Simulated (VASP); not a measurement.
**Hf: single point with r2SCAN**

Hf:

```xyz
1
Lattice="2.9001 0.0000 0.0000 0.0000 2.9001 0.0000 0.0000 0.0000 2.9001" Properties=species:S:1:pos:R:3 pbc="T T T"
Hf    0.0000    0.0000    0.0000
```

This isn't the form of Hf at room conditions, which is hcp.

- Program: VASP 6.6.1
- Task: single point
- Functional: r2SCAN
- Potentials or basis: VASP PAW PBE potentials, release 64 (Hf_pv)
- Cutoff: 550 eV
- k mesh: 11 × 11 × 11
- Occupations: fermi-dirac, width 0.1 eV
- Spin: non-collinear spin, zero start, spin-orbit coupling
- Starting moments: [[0.0, 0.0, 0.0]] μB
- Dipole correction: no
- Further INCAR settings: ALGO = Normal; EDIFF = 1e-06; NBANDS = 21

```json
{
  "Pressure": "-0.7 GPa",
  "Net moment": "0.00 μB per cell",
  "Valence electrons inside the program's atomic spheres": "Hf 8.44"
}
```

Moments on the atoms (μB; x, y, z):
```
Hf  0.00 0.00 0.00
```

It took 3.7 min on 1 thread of Intel Xeon 8259CL, on a shared host, peak memory 0.24 GiB.

Caveat: the PAW data sets were made with another functional, which shifts forces and pressure a little.
